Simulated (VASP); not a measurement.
Input of a VASP 6.6.1 run:

The input INCAR:

```
ALGO = Normal ; EDIFF = 1E-7
ENCUT = 520 ; GGA = PE
ISIF = 2 ; ISMEAR = 0
LASPH = True ; LCHARG = False
LREAL = False ; LWAVE = False
NBANDS = 36 ; NELM = 100
PREC = Accurate ; SIGMA = 0.1
```

Contents of KPOINTS:

```
k-points
0
Gamma
  6 6 6
```

POSCAR

```
Cs3Sb4Se
1.0
    7.1972348598      0.0000000000      0.0000000000
    0.0000000000      7.1972348598      0.0000000000
    0.0000000000      0.0000000000      7.1972348598
Cs Sb Se
3 4 1
Direct
    0.0000000000      0.0000000000      0.5000000000
    0.0000000000      0.5000000000      0.0000000000
    0.5000000000      0.0000000000      0.0000000000
    0.0000000000      0.0000000000      0.0000000000
    0.5000000000      0.5000000000      0.0000000000
    0.5000000000      0.0000000000      0.5000000000
    0.0000000000      0.5000000000      0.5000000000
    0.5000000000      0.5000000000      0.5000000000
```

Potentials or basis: VASP PAW PBE potentials, release 64 (Cs_sv, Sb, Se).

Command:

```console
$ cat potpaw_PBE.64/Cs_sv/POTCAR potpaw_PBE.64/Sb/POTCAR potpaw_PBE.64/Se/POTCAR > POTCAR
$ mpirun -np 1 vasp_std > vasp.out
```

**Question.** What does it give for the band gap on the k mesh?

**Answer.** Zero (an odd number of electrons rules out a gap without spin polarisation).

**Question.** Estimate the pressure.

**Answer.** 0.0 GPa.

Caveat: spin-orbit coupling is left out, which moves the levels of the heavy elements; an odd number of electrons without spin polarisation forces a metal; a magnetic or distorted state may lie lower.
